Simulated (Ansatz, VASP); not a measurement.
## Al: VASP beside Ansatz

INCAR

```
PREC     = Accurate       # precision mode
ENCUT    = 520            # plane-wave cutoff, eV
EDIFF    = 1E-6           # SCF threshold, eV
ISMEAR   = 0              # smearing method
SIGMA    = 0.15           # smearing width, eV
LREAL    = F              # projectors in reciprocal space
LASPH    = T              # aspherical terms in the spheres
NELM     = 60             # most SCF steps
ALGO     = Normal         # electronic algorithm
ISIF     = 2              # what is computed and relaxed
LWAVE    = F              # write WAVECAR
LCHARG   = F              # write CHGCAR
NBANDS   = 8              # bands
```

KPOINTS

```
Automatic mesh
0
Gamma
  24 24 24
```

File POSCAR:

```
Al
1.0
   -1.8369277953      1.8369277953      1.1940030670
    1.8369277953     -1.8369277953      1.1940030670
    1.8369277953      1.8369277953     -1.1940030670
Al
1
Direct
    0.0000000000      0.0000000000      0.0000000000
```

Input for Ansatz:

```yaml
crystal:
  lattice:
    - [-1.8369277953, 1.8369277953, 1.194003067]
    - [1.8369277953, -1.8369277953, 1.194003067]
    - [1.8369277953, 1.8369277953, -1.194003067]
  atoms:
    - { symbol: Al, position: [0.0, 0.0, 0.0] }
basis:
  ecutwfc: 420
kpoints:
  mp_grid: { grid: [24, 24, 24] }
hamiltonian:
  xc: lda
scf:
  occupations: { method: gaussian, width: 0.15 }
output:
  forces: true
  stress: true
  eigenvalues: true
```

Alike in both runs: task single point; functional LDA; k mesh 24 × 24 × 24; occupations gaussian, width 0.15 eV; no spin polarisation.

```csv
,VASP,Ansatz
version,VASP 6.6.1,Ansatz 0.2.0
potentials or method,"VASP PAW LDA potentials, release 64 (Al), cutoff 520 eV","scalar-relativistic, plane waves, PAW"
valence electrons in the cell,3,3
```

Ansatz gave:

| Property | Result |
| --- | --- |
| gap on the k mesh at the Fermi level (eV) | none |
| pressure (GPa) | 8.6 |
| traceless stress, the component that is largest in VASP (GPa) | 22.74 |

**Question.** What did VASP give for the same quantities?

**Answer.** gap on the k mesh at the Fermi level (eV): none; pressure (GPa): 8.8; traceless stress, the component that is largest in VASP (GPa): 22.90.

LDA's correlation is that of Perdew and Zunger in VASP and of Perdew and Wang (1992) in Ansatz. A gap of «none» marks a metal or a gap that the smearing closes.
